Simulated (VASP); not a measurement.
Wanted: the native input for a VASP 6.6.1 run.

```yaml
Task: single point
Functional: PBE
Potentials_or_basis: VASP PAW PBE potentials, release 64 (Sn_d, Se)
Cutoff: 520 eV
k_mesh: 6 × 6 × 6
Occupations: fermi-dirac, width 0.01 eV
Spin: no spin polarisation
Dipole_correction: no
Further_INCAR_settings: ALGO = Normal; EDIFF = 1e-06; NBANDS = 17
```

The structure of SnSe lies in POSCAR:

```
SnSe
1.0
    3.6530679483      0.0000000000      0.0000000000
    0.0000000000      3.6530679483      0.0000000000
    0.0000000000      0.0000000000      3.6654551094
Sn Se
1 1
Direct
    0.0000000000      0.0000000000      0.0000000000
    0.5000000000      0.5000000000      0.5000000000
```

One way to write it, as run:

INCAR

```
SYSTEM = SnSe
PREC = Accurate
ENCUT = 520
EDIFF = 1E-6
ISMEAR = -1
SIGMA = 0.01
LREAL = .False.
LASPH = .True.
NELM = 80
ALGO = Normal
ISIF = 2
LWAVE = .False.
LCHARG = .True.
GGA = PE
LELF = .True.
LVHAR = .True.
NBANDS = 17
```

KPOINTS

```
Automatic mesh
0
Gamma
  6 6 6
  0 0 0
```

Potentials or basis: VASP PAW PBE potentials, release 64 (Sn_d, Se).

Run with:

```bash
$ cat potpaw_PBE.64/Sn_d/POTCAR potpaw_PBE.64/Se/POTCAR > POTCAR
$ mpirun -np 1 vasp_std > vasp.out
```

Results of the run:

| Quantity | Value |
| --- | --- |
| Pressure | 1.2 GPa |
| Band gap on the k mesh | zero (bands 10 and 11 overlap by 1.50 eV) |

Caveat: spin-orbit coupling is left out, which moves the levels of the heavy elements.

Wall time 33 s on 1 thread of Intel Xeon 8259CL, with other jobs on the host, peak memory 0.17 GiB.
